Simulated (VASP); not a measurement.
# Ta4Ga (Cmmm) in VASP: further runs, part 2 of 3

VASP 6.6.1. Earlier steps stand in the parts before.

## Step 3: Single point, PBE

This run uses another cell than the first one, of 19.55 Å³/atom.

INCAR reads:

```
SYSTEM = Ta4Ga
PREC = Accurate
ENCUT = 520
EDIFF = 1E-7
ISMEAR = 0
SIGMA = 0.1
LREAL = .False.
LASPH = .True.
NELM = 100
ALGO = Normal
ISIF = 2
LWAVE = .False.
LCHARG = .False.
GGA = PE
NBANDS = 36
```

KPOINTS reads:

```
regular mesh
0
Gamma
  4 4 6
  0 0 0
```

POSCAR reads:

```
Ta4Ga
1.0
    3.4089010742     -4.0393183242      0.0000000000
    3.4089010742      4.0393183242      0.0000000000
    0.0000000000      0.0000000000      3.5492336650
Ta Ga
4 1
Direct
    0.8146387181      0.1853612819      0.5000000000
    0.2291090169      0.2291090169      0.0000000000
    0.7708909831      0.7708909831      0.0000000000
    0.1853612819      0.8146387181      0.5000000000
    0.5000000000      0.5000000000      0.5000000000
```

Potentials or basis: VASP PAW PBE potentials, release 64 (Ta_pv, Ga_d).

Launch:

```
> cat potpaw_PBE.64/Ta_pv/POTCAR potpaw_PBE.64/Ga_d/POTCAR > POTCAR
> mpirun -np 1 vasp_std > vasp.out
```

OUTCAR:

```text
SYSTEM = Ta4Ga
   PREC = Accurate
   ENCUT = 520
   EDIFF = 1E-7
   ISMEAR = 0
   LREAL = .False.
   LASPH = .True.
   NELM = 100
   ISIF = 2
   GGA = PE

 ion  position               nearest neighbor table
   1  0.815  0.185  0.500-   5 2.54   3 2.80   2 2.80   2 2.80   3 2.80   4 2.99   4 3.57   4 3.57

   2  0.229  0.229  0.000-   5 2.56   5 2.56   1 2.80   1 2.80   4 2.80   4 2.80   3 3.12
   3  0.771  0.771  0.000-   5 2.56   5 2.56   1 2.80   1 2.80   4 2.80   4 2.80   2 3.12
   4  0.185  0.815  0.500-   5 2.54   3 2.80   2 2.80   2 2.80   3 2.80   1 2.99   1 3.57   1 3.57

   5  0.500  0.500  0.500-   1 2.54   4 2.54   3 2.56   2 2.56   2 2.56   3 2.56

  LATTYP: Found a base centered orthorhombic cell.
 ALAT       =     6.8178021484
 B/A-ratio  =     1.1849326913
 C/A-ratio  =     0.5205832595

  Lattice vectors:

 A1 = (   3.4089010742,  -4.0393183242,   0.0000000000)
 A2 = (   3.4089010742,   4.0393183242,   0.0000000000)
 A3 = (   0.0000000000,   0.0000000000,   3.5492336650)

Analysis of symmetry for initial positions (statically):
[... 177 lines left out ...]
  energy without entropy =      -47.85014289  energy(sigma->0) =      -47.85683080

 E-fermi :   4.9613     XC(G=0): -11.8613

 val. band max:        4.9419403739   @ k =  -0.2500   0.2500   0.5000
 cond. band min:       4.9731679117   @ k =   0.5000   0.5000   0.0000
 fundamental gap:      0.0312275377
 Fermi energy:         4.9612508886

 k-point     1 :       0.0000    0.0000    0.0000
  band No.  band energies     occupation
      1     -29.7247      2.00000
      2     -29.5820      2.00000
      3     -29.4914      2.00000
      4     -29.4206      2.00000
      5     -29.4165      2.00000
      6     -29.1968      2.00000
[... 925 lines left out ...]
     35       8.0151      0.00000
     36       8.2272      0.00000

 [... further k-points ...]

------------------------ aborting loop because EDIFF is reached ----------------------------------------

  FORCE on cell =-STRESS in cart. coord.  units (eV):
  Direction    XX          YY          ZZ          XY          YZ          ZX
  --------------------------------------------------------------------------------------
  -------------------------------------------------------------------------------------
  Total        0.1451618      0.1746177      0.3060937     -0.0000000      0.0000000      0.0000000
  in kB        2.3794463      2.8622785      5.0173913     -0.0000000      0.0000000      0.0000000
  external PRESSURE =       3.4197054 kB  Pullay stress =       0.0000000 kB

 VOLUME and BASIS-vectors are now :
 -----------------------------------------------------------------------------
  energy-cutoff  :      520.00
  volume of cell :       97.74
      direct lattice vectors                 reciprocal lattice vectors
     3.408901074 -4.039318324  0.000000000     0.146674834 -0.123783262  0.000000000
     3.408901074  4.039318324  0.000000000     0.146674834  0.123783262  0.000000000
     0.000000000  0.000000000  3.549233665     0.000000000  0.000000000  0.281750962

 POSITION                                       TOTAL-FORCE (eV/Angst)
 -----------------------------------------------------------------------------------
      3.40890     -2.54185      1.77462         0.000000     -0.004691      0.000000
      1.56202      0.00000      0.00000        -0.016757      0.000000      0.000000
      5.25578      0.00000      0.00000         0.016757      0.000000      0.000000
      3.40890      2.54185      1.77462         0.000000      0.004691      0.000000
      3.40890      0.00000      1.77462         0.000000      0.000000      0.000000
 -----------------------------------------------------------------------------------
    total drift:                               -0.000000     -0.000000     -0.000000

  FREE ENERGIE OF THE ION-ELECTRON SYSTEM (eV)
  ---------------------------------------------------
  free  energy   TOTEN  =       -47.8635187111 eV

  energy  without entropy=      -47.8501428851  energy(sigma->0) =      -47.85683080
```

OSZICAR:

```text
N       E                     dE             d eps       ncg     rms          rms(c)
DAV:   1     0.584243769827E+03    0.58424E+03   -0.30425E+04  2036   0.201E+03
DAV:   2    -0.366266273292E+01   -0.58791E+03   -0.57670E+03  2152   0.564E+02
DAV:   3    -0.483043007558E+02   -0.44642E+02   -0.42777E+02  2416   0.130E+02
DAV:   4    -0.503565406625E+02   -0.20522E+01   -0.20172E+01  2744   0.249E+01
DAV:   5    -0.504107489448E+02   -0.54208E-01   -0.53875E-01  2640   0.368E+00    0.242E+01
DAV:   6    -0.483583237766E+02    0.20524E+01   -0.35637E+00  2372   0.115E+01    0.112E+01
DAV:   7    -0.478959900888E+02    0.46233E+00   -0.22593E+00  2412   0.984E+00    0.154E+00
DAV:   8    -0.478685603796E+02    0.27430E-01   -0.27228E-01  2724   0.402E+00    0.796E-01
DAV:   9    -0.478635444076E+02    0.50160E-02   -0.29188E-02  2532   0.125E+00    0.205E-01
DAV:  10    -0.478635069341E+02    0.37473E-04   -0.30464E-03  2676   0.462E-01    0.931E-02
DAV:  11    -0.478635213212E+02   -0.14387E-04   -0.29503E-04  2536   0.131E-01    0.200E-02
DAV:  12    -0.478635204870E+02    0.83422E-06   -0.29726E-05  2524   0.367E-02    0.871E-03
DAV:  13    -0.478635199429E+02    0.54415E-06   -0.44762E-06  2860   0.152E-02    0.332E-03
DAV:  14    -0.478635187105E+02    0.12324E-05   -0.69194E-07  2444   0.536E-03    0.103E-03
DAV:  15    -0.478635187111E+02   -0.64483E-09   -0.60647E-08  1464   0.214E-03
   1 F= -.47863519E+02 E0= -.47856831E+02  d E =-.133758E-01
```

stdout:

```text
POSCAR found type information on POSCAR TaGa
 POSCAR found :  2 types and       5 ions
 scaLAPACK will be used
 LDA part: xc-table for (Slater+PW92), standard interpolation
 POSCAR, INCAR and KPOINTS ok, starting setup
 FFT: planning ... GRIDC
 FFT: planning ... GRID_SOFT
 FFT: planning ... GRID
 WAVECAR not read
 entering main loop
```

It took 77 s on 1 thread of Intel Xeon Platinum 8488C (Sapphire Rapids), shared host; peak memory 0.25 GiB.

What came out:

```yaml
Free_energy: -47.8635 eV
Pressure: 0.3 GPa
Largest_force: 0.017 eV/Å
Band_gap_on_the_k_mesh: zero (an odd number of electrons rules out a gap without spin polarisation)
```

Forces on the atoms (eV/Å):
```
Ta   0.000 -0.005  0.000
Ta  -0.017  0.000  0.000
Ta   0.017  0.000  0.000
Ta   0.000  0.005  0.000
Ga   0.000  0.000  0.000
```

Caveat: spin-orbit coupling is left out, which moves the levels of the heavy elements.

## Step 4: Relaxation of cell and atoms, PBE

INCAR reads:

```
SYSTEM = Ta4Ga
  PREC = Accurate
  ENCUT = 600
  EDIFF = 1E-6
  ISMEAR = 0
  SIGMA = 0.1
  LREAL = .FALSE.
  LASPH = .TRUE.
  NELM = 100
  ALGO = Normal
  ISIF = 3
  LWAVE = .FALSE.
  LCHARG = .FALSE.
  GGA = PE
  IBRION = 2
  NSW = 90
  EDIFFG = -0.04
```

KPOINTS reads:

```
regular mesh
0
G
  4 4 6
  0 0 0
```

POSCAR reads:

```
Ta4Ga
1.0
    3.3706274900     -4.0422047300      0.0000000000
    3.3706274900      4.0422047300      0.0000000000
    0.0000000000      0.0000000000      3.0714238000
Ta Ga
4 1
Direct
    0.7327440800      0.2672559200      0.5000000000
    0.2835574700      0.2835574700      0.0000000000
    0.7164425300      0.7164425300      0.0000000000
    0.2672559200      0.7327440800      0.5000000000
    0.5000000000      0.5000000000      0.5000000000
```

Potentials or basis: VASP PAW PBE potentials, release 64 (Ta_pv, Ga_d).

Launch:

```
> cat potpaw_PBE.64/Ta_pv/POTCAR potpaw_PBE.64/Ga_d/POTCAR > POTCAR
> mpirun -np 1 vasp_std > vasp.out
```

OUTCAR:

```text
SYSTEM = Ta4Ga
   PREC = Accurate
   ENCUT = 600
   EDIFF = 1E-6
   ISMEAR = 0
   LREAL = .FALSE.
   LASPH = .TRUE.
   NELM = 100
   ISIF = 3
   GGA = PE
   IBRION = 2
   NSW = 90
   EDIFFG = -0.04

 ion  position               nearest neighbor table
   1  0.733  0.267  0.500-   5 1.88   3 2.83   2 2.83   2 2.83   3 2.83   2 3.27   2 3.27   3 3.27
                             3 3.27   4 3.38   4 3.38
   2  0.284  0.284  0.000-   5 2.12   5 2.12   1 2.83   1 2.83   4 2.83   4 2.83   3 2.92   4 3.27
                             4 3.27   1 3.27   1 3.27
   3  0.716  0.716  0.000-   5 2.12   5 2.12   1 2.83   1 2.83   4 2.83   4 2.83   2 2.92   1 3.27
                             4 3.27   4 3.27   1 3.27
   4  0.267  0.733  0.500-   5 1.88   3 2.83   2 2.83   2 2.83   3 2.83   2 3.27   2 3.27   3 3.27
                             3 3.27   1 3.38   1 3.38
   5  0.500  0.500  0.500-   1 1.88   4 1.88   3 2.12   2 2.12   2 2.12   3 2.12

  LATTYP: Found a base centered orthorhombic cell.
 ALAT       =     6.7412549800
 B/A-ratio  =     1.1992439811
[... 199 lines left out ...]
  external PRESSURE =    1015.2634304 kB  Pullay stress =       0.0000000 kB
[... 1893 lines left out ...]
     33       3.4797      0.00000
     34       4.6231      0.00000

 [... further k-points ...]

[... ionic steps 4 to 19 ...]

--------------------------------------- Ionic step       20  -------------------------------------------

 number of electron      57.0000000 magnetization

------------------------ aborting loop because EDIFF is reached ----------------------------------------
[... 73 lines left out ...]
--------------------------------------- Ionic step       22  -------------------------------------------

 number of electron      57.0000005 magnetization

 Free energy of the ion-electron system (eV)
  ---------------------------------------------------
  ext. energy  EPLUGINS =         0.00000000
  ---------------------------------------------------
  free energy    TOTEN  =       -47.86090370 eV

  energy without entropy =      -47.84806154  energy(sigma->0) =      -47.85448262

 E-fermi :   4.9460     XC(G=0): -11.8479

 val. band max:        4.9110462286   @ k =  -0.2500   0.2500   0.5000
 cond. band min:       4.9706506637   @ k =   0.5000   0.5000   0.0000
 fundamental gap:      0.0596044351
 Fermi energy:         4.9460128963
[... 920 lines left out ...]
  FREE ENERGIE OF THE ION-ELECTRON SYSTEM (eV)
  ---------------------------------------------------
  free  energy   TOTEN  =       -47.8609037005 eV

  energy  without entropy=      -47.8480615363  energy(sigma->0) =      -47.85448262

 reached required accuracy - stopping structural energy minimisation
```

OSZICAR:

```text
N       E                     dE             d eps       ncg     rms          rms(c)
DAV:   1     0.690288526622E+03    0.69029E+03   -0.33899E+04  1996   0.255E+03
DAV:   2     0.229078958880E+02   -0.66738E+03   -0.65816E+03  2000   0.667E+02
DAV:   3    -0.314644189619E+02   -0.54372E+02   -0.52760E+02  2344   0.155E+02
DAV:   4    -0.339366612839E+02   -0.24722E+01   -0.23945E+01  2314   0.307E+01
[... 244 lines left out ...]
DAV:   3    -0.478610440080E+02    0.47794E-03   -0.21318E-03  2586   0.379E-01    0.719E-02
DAV:   4    -0.478609133843E+02    0.13062E-03   -0.53676E-04  2632   0.171E-01    0.345E-02
DAV:   5    -0.478609057740E+02    0.76103E-05   -0.54316E-05  2450   0.583E-02    0.177E-02
DAV:   6    -0.478609039059E+02    0.18681E-05   -0.51415E-06  2432   0.198E-02    0.438E-03
DAV:   7    -0.478609037005E+02    0.20541E-06   -0.52028E-07  1482   0.527E-03
  22 F= -.47860904E+02 E0= -.47854483E+02  d E =-.654953E-03
```

CONTCAR:

```text
Ta4Ga
   1.00000000000000
     3.4014866381755975   -4.0398680573708248    0.0000000000000000
     3.4014866381755975    4.0398680573708248    0.0000000000000000
     0.0000000000000000    0.0000000000000000    3.5661023653632222
  Ta              Ga
     4     1
Direct
     0.8149370035987489    0.1850629964012511    0.5000000000000000
     0.2293808019671082    0.2293808019671082    0.0000000000000000
     0.7706191980328915    0.7706191980328915    1.0000000000000000
     0.1850629964012511    0.8149370035987489    0.5000000000000000
     0.5000000000000000    0.5000000000000000    0.5000000000000000

  0.00000000E+00  0.00000000E+00  0.00000000E+00
  0.00000000E+00  0.00000000E+00  0.00000000E+00
  0.00000000E+00  0.00000000E+00  0.00000000E+00
  0.00000000E+00  0.00000000E+00  0.00000000E+00
  0.00000000E+00  0.00000000E+00  0.00000000E+00
```

Wall time 19 min (1 thread of Intel Xeon Platinum 8488C (Sapphire Rapids), shared host); peak memory 0.28 GiB.

What came out:

```yaml
Free_energy: -47.8609 eV
Relaxed_volume: 19.60 Å³/atom
Relaxed_cell: a = 5.281 Å, b = 5.281 Å, c = 3.566 Å, α = 90.00°, β = 90.00°, γ = 99.81°
Space_group_after_relaxing_to_0.1_Å: Cmmm (No. 65)
Energy_gained_by_relaxing: 3610.2 meV/atom
Ionic_steps: 22
Pressure_after_relaxing: -0.1 GPa
Largest_force_after_relaxing: 0.030 eV/Å
Band_gap_on_the_k_mesh: zero (an odd number of electrons rules out a gap without spin polarisation)
```

Forces in eV/Å, atoms in the order of the input:
```
Ta   0.000 -0.003  0.000
Ta  -0.030  0.000  0.000
Ta   0.030  0.000  0.000
Ta   0.000  0.003  0.000
Ga   0.000  0.000  0.000
```

Step by step:
```
step  energy change (eV)  largest force (eV/Å)  pressure (GPa)  volume (Å³)
   1              0.0000               24.8739          101.53        83.69
   2             -5.1556                4.5697          -13.99       282.76
   3             -5.9903                4.5233          -15.35       254.77
   4             -6.8333                4.3724          -16.93       231.75
   5            -12.9165                2.5217          -22.79       145.97
   6            -16.0908                3.0330          -14.30       112.12
   7            -16.3014                5.0123            3.29        97.26
   8            -16.4646                3.9021           -6.25       103.54
   9            -16.4701                4.1038           -4.51       102.18
  10            -17.8371                1.3703           -0.14        97.46
  11            -17.8377                1.3579           -0.34        97.55
  12            -17.9442                0.4670            2.59        96.64
  13            -17.9442                0.4776            2.70        96.62
  14            -17.9778                0.2035           -2.44       100.05
  15            -17.9809                0.2581           -1.32        99.25
  16            -18.0148                0.2373           -0.81        98.89
  17            -18.0393                0.3298            0.26        98.27
  18            -18.0473                0.0965           -0.82        98.57
  19            -18.0473                0.0847           -0.78        98.56
  20            -18.0484                0.0647            1.00        97.31
  21            -18.0502                0.0735            0.19        97.86
  22            -18.0508                0.0304           -0.08        98.01
```

Final structure:
```
CELL_PARAMETERS angstrom
3.40149 -4.03987 0.00000
3.40149 4.03987 0.00000
0.00000 0.00000 3.56610
ATOMIC_POSITIONS crystal
Ta 0.81494 0.18506 0.50000
Ta 0.22938 0.22938 0.00000
Ta 0.77062 0.77062 0.00000
Ta 0.18506 0.81494 0.50000
Ga 0.50000 0.50000 0.50000
```

Levels at points of the mesh, in eV from the Fermi level:
```
           k point  band 25  band 26  band 27  band 28  band 29  band 30  band 31  band 32
(0.00, 0.00, 0.00)    -1.18    -1.02    -0.73     0.23     0.49     1.96     2.11     2.23
(0.50, 0.00, 0.00)    -1.56    -1.43    -0.75    -0.50     0.85     1.10     1.11     1.42
(0.50, 0.50, 0.00)    -1.38    -0.92     0.02     0.15     0.30     0.61     0.89     0.94
(0.00, 0.00, 0.50)    -1.08    -0.95    -0.80    -0.67    -0.59    -0.16     0.58     1.06
(0.50, 0.00, 0.50)    -1.50    -1.19    -0.88    -0.66    -0.54     0.60     1.87     2.09
(0.50, 0.50, 0.50)    -1.25    -0.52    -0.25    -0.23     0.29     0.53     1.71     2.00
```

Caveat: the volume moved by over 15 % at a fixed basis, so the end points are rough; spin-orbit coupling is left out, which moves the levels of the heavy elements.

(Continued in part 3 of 3.)

The gap in the log of VASP goes by the Fermi energy; the results here count the filled bands.